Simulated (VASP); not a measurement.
A run of VASP 6.6.1 is set up as follows.

INCAR

```
SYSTEM = CO2
PREC = Accurate ; ENCUT = 520
EDIFF = 1E-6 ; ISMEAR = -1
SIGMA = 0.05 ; LREAL = .FALSE.
LASPH = .TRUE. ; NELM = 80
ALGO = Normal ; ISIF = 2
LWAVE = .FALSE. ; LCHARG = .FALSE.
GGA = PS ; NBANDS = 44
```

File KPOINTS:

```
regular mesh
0
G
  5 5 5
  0 0 0
```

The input POSCAR:

```
CO2
1.0
    5.6200000000      0.0000000000      0.0000000000
    0.0000000000      5.6200000000      0.0000000000
    0.0000000000      0.0000000000      5.6200000000
O C
8 4
Direct
    0.1670000000      0.3330000000      0.6670000000
    0.3330000000      0.6670000000      0.1670000000
    0.6670000000      0.1670000000      0.3330000000
    0.8330000000      0.8330000000      0.8330000000
    0.8330000000      0.6670000000      0.3330000000
    0.6670000000      0.3330000000      0.8330000000
    0.3330000000      0.8330000000      0.6670000000
    0.1670000000      0.1670000000      0.1670000000
    0.0000000000      0.5000000000      0.5000000000
    0.5000000000      0.5000000000      0.0000000000
    0.5000000000      0.0000000000      0.5000000000
    0.0000000000      0.0000000000      0.0000000000
```

Potentials or basis: VASP PAW PBE potentials, release 64 (O, C).

The run is started by

```bash
$ cat potpaw_PBE.64/O/POTCAR potpaw_PBE.64/C/POTCAR > POTCAR
$ mpirun -np 1 vasp_std > vasp.out
```

Predict the largest force.

10.019 eV/Å.

Estimate the band gap on the k mesh.

1.18 eV.

What does it give for the pressure?

-40.4 GPa.

Forces on the atoms (eV/Å):
```
O   -5.785  5.785 -5.785
O    5.785 -5.785 -5.785
O   -5.785 -5.785  5.785
O    5.785  5.785  5.785
O    5.785 -5.785  5.785
O   -5.785  5.785  5.785
O    5.785  5.785 -5.785
O   -5.785 -5.785 -5.785
C    0.000  0.000  0.000
C    0.000  0.000  0.000
C    0.000  0.000  0.000
C    0.000  0.000  0.000
```

Caveat: the cell stands under tension; this functional lacks dispersion, which holds the molecules together, so the pressure and a relaxed volume are unreliable; the PAW data sets were made with another functional, which shifts forces and pressure a little; an odd mesh through Γ misses points on the zone boundary, where band edges can lie.
